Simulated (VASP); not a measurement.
## Al2O3: single point with r2SCAN+rVV10

Al2O3:

```xyz
10
Lattice="4.5249 0.0000 0.0000 0.0000 9.5419 0.0000 0.0000 0.0000 2.9923" Properties=species:S:1:pos:R:3 pbc="T T T"
Al    5.0556    7.9558    0.0000
Al   -0.5307    1.5861    0.0000
Al    2.7932    6.3571    1.4962
Al    1.7317    3.1848    1.4962
O     2.2624    4.7710    1.4962
O     1.4009    7.5001    1.4962
O     0.8616    2.7291    0.0000
O     3.6633    6.8128    0.0000
O     0.0000    0.0000    0.0000
O     3.1240    2.0418    1.4962
```

```yaml
Program: VASP 6.6.1
Task: single point
Functional: r2SCAN
Dispersion: rVV10
Potentials_or_basis: VASP PAW PBE potentials, release 64 (Al, O)
Cutoff: 520 eV
k_mesh: 6 × 3 × 9
Occupations: fermi-dirac, width 0.05 eV
Spin: no spin polarisation
Dipole_correction: no
Further_INCAR_settings: ALGO = Normal; EDIFF = 1e-06; NBANDS = 35
```

```yaml
Pressure: 0.0 GPa
Largest_force: 0.055 eV/Å
Band_gap_on_the_k_mesh: 4.08 eV, direct
```

Forces on the atoms (eV/Å):
```
Al   0.015 -0.053  0.000
Al  -0.015  0.053  0.000
Al   0.015  0.053  0.000
Al  -0.015 -0.053  0.000
O    0.000  0.000  0.000
O    0.004 -0.008  0.000
O   -0.004 -0.008  0.000
O    0.004  0.008  0.000
O    0.000  0.000  0.000
O   -0.004  0.008  0.000
```

Stress tensor (GPa, compression positive):
```
-0.10  0.00  0.00
 0.00  0.31  0.00
 0.00  0.00 -0.11
```

Levels at points of the mesh, in eV from the valence-band top:
```csv
k point,band 22,band 23,band 24,band 25,band 26,band 27
"(0.00, 0.00, 0.00)",-0.64,-0.06,0.00,4.08,6.10,6.71
"(0.50, 0.00, 0.00)",-1.04,-0.02,-0.02,6.66,6.66,7.60
```

It took 8.6 min on 1 thread of AMD EPYC 9R45 96-Core Processor (Zen 5), with other jobs on the host, peak memory 0.52 GiB.

Caveat: the PAW data sets were made with another functional, which shifts forces and pressure a little. r2SCAN opens gaps a little over a GGA but as a rule still falls short of measured ones.
